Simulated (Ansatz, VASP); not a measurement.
## One calculation of BeTe2, two programs

```
Be Te
1.0
     3.53577    0.00000    0.00000
    -1.76788    3.06206    0.00000
     0.00000    0.00000    8.15243
Be Te
1 2
Cartesian
  0.0000 2.0414 0.0612
  0.0000 2.0414 2.4444
  0.0000 0.0000 6.9148
```

Alike in both runs: functional PBE; k mesh 12 × 12 × 6; occupations gaussian, width 0.1 eV; no spin polarisation.

Ansatz relaxed the structure, and its values are those at the end. VASP's run is a single point on that final structure, the one shown.

```csv
,VASP,Ansatz
version,VASP 6.6.1,Ansatz 0.2.0
potentials or method,"VASP PAW PBE potentials, release 64 (Be, Te), cutoff 520 eV","scalar-relativistic, plane waves, PAW"
valence electrons in the cell,14,34
```

|  | VASP | Ansatz | Ansatz less VASP |
| --- | --- | --- | --- |
| gap on the k mesh at the Fermi level (eV) | none | none | - |
| pressure (GPa) | 0.1 | 0.0 | -0.07 |
| rms of the force components (eV/Å) | 0.010 | 0.000 | -0.0101 |

A gap of «none» marks a metal or a gap that the smearing closes. VASP's potentials hold 14 valence electrons a cell and Ansatz's 34, so a difference there can come from the potentials and not from the codes.

Neither program's run includes spin-orbit coupling.
